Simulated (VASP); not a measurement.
# WSe2 (P6_3/mmc) in VASP: further runs, part 2 of 2

VASP 6.6.1.

## (4) Relaxation of cell and atoms, PBE+D3(BJ)

The input, INCAR:

```
PREC = Accurate ; ENCUT = 600
EDIFF = 1E-7 ; ISMEAR = 0
SIGMA = 0.02 ; LREAL = False
LASPH = True ; NELM = 80
ALGO = Normal ; ISIF = 3
LWAVE = False ; LCHARG = False
GGA = PE ; IVDW = 12
IBRION = 2 ; NSW = 80
EDIFFG = -0.01
```

The input, KPOINTS:

```
Automatic mesh
0
Gamma
  9 9 2
```

The input, POSCAR:

```
WSe2
1.0
    3.3224014218      0.0000000000      0.0000000000
   -1.6612007109      2.8772840328      0.0000000000
    0.0000000000      0.0000000000     12.7830691883
W Se
2 4
Direct
    0.3333333333      0.6666666667      0.7500000000
    0.6666666667      0.3333333333      0.2500000000
    0.3333333333      0.6666666667      0.1202472841
    0.6666666667      0.3333333333      0.6202472841
    0.3333333333      0.6666666667      0.3797527159
    0.6666666667      0.3333333333      0.8797527159
```

Potentials or basis: VASP PAW PBE potentials, release 64 (W_sv, Se).

On the command line:

```bash
$ cat potpaw_PBE.64/W_sv/POTCAR potpaw_PBE.64/Se/POTCAR > POTCAR
$ mpirun -np 1 vasp_std > vasp.out
```

OUTCAR:

```text
PREC = Accurate
   ENCUT = 600
   EDIFF = 1E-7
   ISMEAR = 0
   LREAL = False
   LASPH = True
   NELM = 80
   ISIF = 3
   GGA = PE
   IVDW = 12
   IBRION = 2
   NSW = 80
   EDIFFG = -0.01
 IVDW          = 12

 ion  position               nearest neighbor table
   1  0.333  0.667  0.750-   4 2.54   6 2.54   4 2.54   6 2.54   4 2.54   6 2.54
   2  0.667  0.333  0.250-   3 2.54   5 2.54   3 2.54   5 2.54   3 2.54   5 2.54
   3  0.333  0.667  0.120-   2 2.54   2 2.54   2 2.54
   4  0.667  0.333  0.620-   1 2.54   1 2.54   1 2.54
   5  0.333  0.667  0.380-   2 2.54   2 2.54   2 2.54
   6  0.667  0.333  0.880-   1 2.54   1 2.54   1 2.54

  LATTYP: Found a hexagonal cell.
 ALAT       =     3.3224014218
 C/A-ratio  =     3.8475390434

  Lattice vectors:

 A1 = (   3.3224014218,   0.0000000000,   0.0000000000)
 A2 = (  -1.6612007109,   2.8772840328,   0.0000000000)
 A3 = (   0.0000000000,   0.0000000000,  12.7830691883)

Analysis of symmetry for initial positions (statically):
=====================================================================
 Subroutine PRICEL returns:
 Original cell was already a primitive cell.

 Routine SETGRP: Setting up the symmetry group for a
 hexagonal supercell.

 Subroutine GETGRP returns: Found 24 space group operations
 (whereof 12 operations were pure point group operations)
 out of a pool of 24 trial point group operations.

The static configuration has the point symmetry D_3d.
 The point group associated with its full space group is D_6h.

Analysis of symmetry for dynamics (positions and initial velocities):
=====================================================================
 Subroutine PRICEL returns:
 Original cell was already a primitive cell.

 Routine SETGRP: Setting up the symmetry group for a
 hexagonal supercell.

 Subroutine GETGRP returns: Found 24 space group operations
 (whereof 12 operations were pure point group operations)
 out of a pool of 24 trial point group operations.

The dynamic configuration has the point symmetry D_3d.
 The point group associated with its full space group is D_6h.

 Subroutine INISYM returns: Found 24 space group operations
[... 114 lines left out ...]
   PSTRESS=    0.0 pullay stress
   NELECT =      52.0000    total number of electrons
   NUPDOWN=      -1.0000    fix difference up-down
   EMIN   =  10.00;   EMAX   =-10.00  energy-range for DOS
   EFERMI =   0.00;   METHOD = LEGACY
   ISMEAR =     0;   SIGMA  =   0.02  broadening in eV -4-tet -1-fermi 0-gaus
   EFERMI_NEDOS =   21; number of points for ismear=-14 and -15
   IALGO  =     38    algorithm
   IMIX   =      4    mixing-type and parameters
     AMIX     =   0.40;   BMIX     =  1.00
     AMIX_MAG =   1.60;   BMIX_MAG =  1.00
  volume/ion in A,a.u.               =      20.37       137.44
  Fermi-wavevector in a.u.,A,eV,Ry     =   1.231363  2.326938 20.629885  1.516254
  Thomas-Fermi vector in A             =   2.366175
   LORBIT       =      0    0 simple, 1 ext, 2 COOP (PROOUT), +10 PAW based schemes
   GGA     = PE    functional components
   LHFCALC =     F    Hartree Fock is set to
   AEXX    =    0.0000 exact exchange contribution
   IVDW    =    12    specifies the selected vdW correction
   LEPSILON=     F    determine dielectric tensor
   LRPA    =     F    only Hartree local field effects (RPA)
 conjugate gradient relaxation of ions
 non-spin polarized calculation
 Gauss-broadening in eV      SIGMA  =   0.02
  energy-cutoff  :      600.00
  volume of cell :      122.20
 maximum number of plane-waves:      4120
 NGX is ok and might be reduce to    28
   NGX = 13   NGY = 13   NGZ = 51

--------------------------------------- Ionic step        1  -------------------------------------------

 number of electron      51.9999997 magnetization

 Free energy of the ion-electron system (eV)
  ---------------------------------------------------
  ext. energy  EPLUGINS =         0.00000000
  ---------------------------------------------------
  free energy    TOTEN  =       -43.12066115 eV

  energy without entropy =      -43.12066115  energy(sigma->0) =      -43.12066115

------------------------ aborting loop because EDIFF is reached ----------------------------------------

 Edisp (eV)   -2.77780

 E8    (eV) :    -1.2391
[... 117 lines left out ...]
  FREE ENERGIE OF THE ION-ELECTRON SYSTEM (eV)
  ---------------------------------------------------
  free  energy   TOTEN  =       -45.9298027731 eV

  energy  without entropy=      -45.9298027731  energy(sigma->0) =      -45.92980277

[... ionic steps 4 to 7 ...]

--------------------------------------- Ionic step        8  -------------------------------------------

 number of electron      52.0000002 magnetization

------------------------ aborting loop because EDIFF is reached ----------------------------------------
[... 83 lines left out ...]
--------------------------------------- Ionic step       10  -------------------------------------------

 number of electron      52.0000002 magnetization

 Free energy of the ion-electron system (eV)
  ---------------------------------------------------
  ext. energy  EPLUGINS =         0.00000000
  ---------------------------------------------------
  free energy    TOTEN  =       -43.08397418 eV

  energy without entropy =      -43.08397418  energy(sigma->0) =      -43.08397418

 E-fermi :   6.7255     XC(G=0): -10.8902

 val. band max:        6.5014933893   @ k =   0.0000   0.0000   0.0000
 cond. band min:       7.4934528417   @ k =   0.2222   0.1111   0.0000
 fundamental gap:      0.9919594524
 Fermi energy:         6.7255344889

 k-point     1 :       0.0000    0.0000    0.0000
  band No.  band energies     occupation
      1     -67.8434      2.00000
      2     -67.8433      2.00000
      3     -32.0915      2.00000
      4     -32.0915      2.00000
      5     -31.9558      2.00000
      6     -31.9558      2.00000
[... 842 lines left out ...]
  FREE ENERGIE OF THE ION-ELECTRON SYSTEM (eV)
  ---------------------------------------------------
  free  energy   TOTEN  =       -45.9317310128 eV

  energy  without entropy=      -45.9317310128  energy(sigma->0) =      -45.93173101

 reached required accuracy - stopping structural energy minimisation
```

OSZICAR:

```text
N       E                     dE             d eps       ncg     rms          rms(c)
DAV:   1     0.542856159015E+03    0.54286E+03   -0.30405E+04  1656   0.182E+03
DAV:   2    -0.661409791024E+01   -0.54947E+03   -0.53814E+03  1732   0.452E+02
DAV:   3    -0.439761970382E+02   -0.37362E+02   -0.36785E+02  1837   0.102E+02
[... 102 lines left out ...]
DAV:   5    -0.430839896344E+02    0.17003E-04   -0.13781E-04  1848   0.702E-02    0.512E-02
DAV:   6    -0.430839744067E+02    0.15228E-04   -0.68175E-05  1897   0.385E-02    0.829E-03
DAV:   7    -0.430839738991E+02    0.50756E-06   -0.96006E-06  1698   0.176E-02    0.337E-03
DAV:   8    -0.430839741728E+02   -0.27362E-06   -0.30275E-07  1387   0.375E-03    0.231E-03
DAV:   9    -0.430839741836E+02   -0.10858E-07   -0.79672E-08  1010   0.183E-03
  10 F= -.45931731E+02 E0= -.45931731E+02  d E =-.879629E-03
```

Run time: 5.8 min. Hardware: 1 thread of Intel Xeon 6975P-C (Granite Rapids), shared host; peak memory 0.36 GiB.

What came out:

```yaml
Free_energy: -45.9317 eV
Relaxed_volume: 19.88 Å³/atom
Relaxed_cell: a = 3.281 Å, b = 3.281 Å, c = 12.794 Å, α = 90.00°, β = 90.00°, γ = 120.00°
Space_group_after_relaxing_to_0.05_Å: P6_3/mmc (No. 194)
Energy_gained_by_relaxing: 5.5 meV/atom
Ionic_steps: 10
Pressure_after_relaxing: 0.0 GPa
Band_gap_on_the_k_mesh: 0.99 eV, indirect (least direct gap 1.56 eV)
Dispersion_energy_per_atom: -0.475 eV
```

The path:
```tsv
step	energy change (eV)	largest force (eV/Å)	pressure (GPa)	volume (Å³)
1	0.0000	0.2359	-0.88	122.20
2	-0.0313	0.0377	0.02	120.21
3	-0.0313	0.0454	-0.02	120.29
4	-0.0318	0.0249	-0.13	120.23
5	-0.0324	0.0361	-0.43	120.03
6	-0.0325	0.0333	-0.40	119.97
7	-0.0328	0.0255	-0.30	119.80
8	-0.0332	0.0096	-0.11	119.47
9	-0.0329	0.0223	0.28	118.79
10	-0.0333	0.0007	-0.01	119.29
```

Final structure:
```yaml
crystal:
  lattice:
    - [3.28121, 0.00000, 0.00000]
    - [-1.64061, 2.84161, 0.00000]
    - [0.00000, 0.00000, 12.79380]
  atoms:
    - { symbol: W, position: [0.33333, 0.66667, 0.75000] }
    - { symbol: W, position: [0.66667, 0.33333, 0.25000] }
    - { symbol: Se, position: [0.33333, 0.66667, 0.11820] }
    - { symbol: Se, position: [0.66667, 0.33333, 0.61820] }
    - { symbol: Se, position: [0.33333, 0.66667, 0.38180] }
    - { symbol: Se, position: [0.66667, 0.33333, 0.88180] }
```

Caveat: spin-orbit coupling is left out, which moves the levels of the heavy elements. A k mesh can miss the band edges.

## (5) Summary

```tsv
task	cell	k mesh	cutoff (eV)	smearing	gap on the mesh (eV)	pressure (GPa)	largest force (eV/Å)
single point	a = 3.322, b = 3.322, c = 12.783 Å, angles 90.0, 90.0, 120.0°, 6 atoms	6 × 6 × 2	520	gaussian 0.1 eV	0.91	-0.9	0.24
single point	a = 3.279, b = 3.279, c = 12.787 Å, angles 90.0, 90.0, 120.0°, 6 atoms	9 × 9 × 2	520	gaussian 0.02 eV	0.99	0.3	0.05
relaxation of cell and atoms	relaxed from a = 3.322, b = 3.322, c = 12.783 Å, angles 90.0, 90.0, 120.0°, 6 atoms	9 × 9 × 2	600	gaussian 0.02 eV	0.99	0.0	-
```

Alike in all rows: level PBE+D3(BJ); potentials or basis VASP PAW PBE potentials, release 64 (W_sv, Se); no spin polarisation.

Caveats: spin-orbit coupling is left out, which moves the levels of the heavy elements.

Absolute energies hang on the potentials; compare differences alone.
